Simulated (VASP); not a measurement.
A run of VASP 6.6.1 is set up as follows.

The input INCAR:

```
SYSTEM = HfH3
ALGO = Normal
EDIFF = 1E-6
ENCUT = 520
GGA = PS
ISIF = 2
ISMEAR = -1
LASPH = .TRUE.
LCHARG = .TRUE.
LELF = .TRUE.
LREAL = .FALSE.
LVHAR = .TRUE.
LWAVE = .FALSE.
NBANDS = 14
NELM = 80
PREC = Accurate
SIGMA = 0.05
```

Contents of KPOINTS:

```
k-points
0
G
  8 8 8
  0 0 0
```

POSCAR

```
HfH3
1.0
    3.1251408391      0.0000000000      0.0000000000
    0.0000000000      3.1251408391      0.0000000000
    0.0000000000      0.0000000000      3.1251408391
Hf H
1 3
Direct
    0.0000000000      0.0000000000      0.0000000000
    0.0000000000      0.5000000000      0.5000000000
    0.5000000000      0.0000000000      0.5000000000
    0.5000000000      0.5000000000      0.0000000000
```

Potentials or basis: VASP PAW PBE potentials, release 64 (Hf_pv, H).

Command:

```console
$ cat potpaw_PBE.64/Hf_pv/POTCAR potpaw_PBE.64/H/POTCAR > POTCAR
$ mpirun -np 1 vasp_std > vasp.out
```

Task: What does it give for the pressure?

Result: -9.7 GPa.

Caveat: the PAW data sets were made with another functional, which shifts forces and pressure a little.
